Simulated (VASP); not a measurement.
Re:

```xyz
2
Lattice="0.0000 2.6770 2.6770 2.6770 0.0000 2.6770 2.6770 2.6770 0.0000" Properties=species:S:1:pos:R:3 pbc="T T T"
Re   -0.6693   -0.6693   -0.6693
Re    0.6693    0.6693    0.6693
```

This cell differs from its parent crystal: volume scaled by 0.85.

Base run:

* Program: VASP 6.6.1
* Functional: PBE
* Potentials or basis: VASP PAW PBE potentials, release 64 (Re)
* Cutoff: 520 eV
* k mesh: 12 × 12 × 12
* Occupations: fermi-dirac, width 0.1 eV
* Spin: no spin polarisation

Its results: band gap on the k mesh zero (band 7 reaches 5.70 eV, above the bottom of band 8 at 4.04 eV); pressure 36.8 GPa.

Question: The run is repeated on the same cell with these changes: potentials or basis from VASP PAW PBE potentials, release 64 (Re) to VASP PAW PBE potentials, release 64 (Re_sv_GW); cutoff from 520 eV to 500 eV; further incar settings from ALGO = Normal; EDIFF = 1e-06; NBANDS = 14 to ALGO = Normal; EDIFF = 1e-06; NBANDS = 22; valence electrons from 14 to 30. What comes out?

Answer: Band gap on the k mesh zero (band 15 reaches 9.64 eV, above the bottom of band 16 at 7.96 eV); pressure 38.8 GPa.

Caveats: spin-orbit coupling is left out, which moves the levels of the heavy elements.
